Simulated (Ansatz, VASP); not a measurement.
Mo: VASP beside Ansatz

```
CELL_PARAMETERS angstrom
2.53035 0.00000 0.00000
-1.26517 2.54670 0.00000
0.00000 0.00000 2.55518
ATOMIC_POSITIONS crystal
Mo 0.00000 0.00000 0.50000
```

Change from the starting cell: strain -0.0750 x Voigt [1, -1, 0, 0, 0, 0], atoms carried along.

Alike in both runs: task single point; functional PBEsol; k mesh 18 × 18 × 18; occupations gaussian, width 0.15 eV; no spin polarisation.

```csv
,VASP,Ansatz
version,VASP 6.6.1,Ansatz 0.2.0
potentials or method,"VASP PAW PBE potentials, release 64 (Mo_sv), cutoff 520 eV","scalar-relativistic, plane waves, PAW"
valence electrons in the cell,14,14
```

Ansatz gave:

- gap on the k mesh at the Fermi level (eV): none
- pressure (GPa): -0.2
- traceless stress, the component that is largest in VASP (GPa): 10.30

**Question.** Which values does VASP return?

**Answer.** gap on the k mesh at the Fermi level (eV): none; pressure (GPa): 0.4; traceless stress, the component that is largest in VASP (GPa): 10.41.

VASP's potentials were made for PBE, not for PBEsol. A gap of «none» marks a metal or a gap that the smearing closes.
